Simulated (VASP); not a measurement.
Crystal: CaO.

```
Ca O
1.0
     0.00000    2.40356    2.40356
     2.40356    0.00000    2.40356
     2.40356    2.40356    0.00000
Ca O
1 1
Direct
  0.00000 0.00000 0.00000
  0.50000 0.50000 0.50000
```

Program: VASP 6.6.1. Alike in all runs: task single point; potentials or basis VASP PAW PBE potentials, release 64 (Ca_sv, O); no spin polarisation; cell as given; cutoff (eV) 520.

**Question.** Order these runs on this cell by their band gap on the k mesh, lowest first.
A. level PBE-based screened hybrid with 25 % exact exchange; k mesh 5 × 5 × 5; smearing fermi-dirac 0.05 eV; grid for exact exchange (PRECFOCK) Normal; share of exact exchange 0.25; screening parameter 0.2 1/Å
B. level r2SCANh; k mesh 5 × 5 × 5; smearing fermi-dirac 0.05 eV; grid for exact exchange (PRECFOCK) Normal; share of exact exchange 0.1
C. level BLYP; k mesh 10 × 10 × 10; smearing fermi-dirac 0.05 eV
D. level r2SCAN+rVV10; k mesh 10 × 10 × 10; smearing tetrahedron
E. level PBE-based screened hybrid with 10 % exact exchange; k mesh 5 × 5 × 5; smearing fermi-dirac 0.05 eV; grid for exact exchange (PRECFOCK) Normal; share of exact exchange 0.1; screening parameter 0.2 1/Å

**Answer.** C (3.73 eV), D (4.15 eV), E (4.48 eV), B (5.27 eV), A (5.52 eV).

Caveats: some runs use coarse meshes; an odd mesh through Γ misses points on the zone boundary, where band edges can lie (at least some runs).

A k mesh can miss the band edges, odd and even meshes differently.
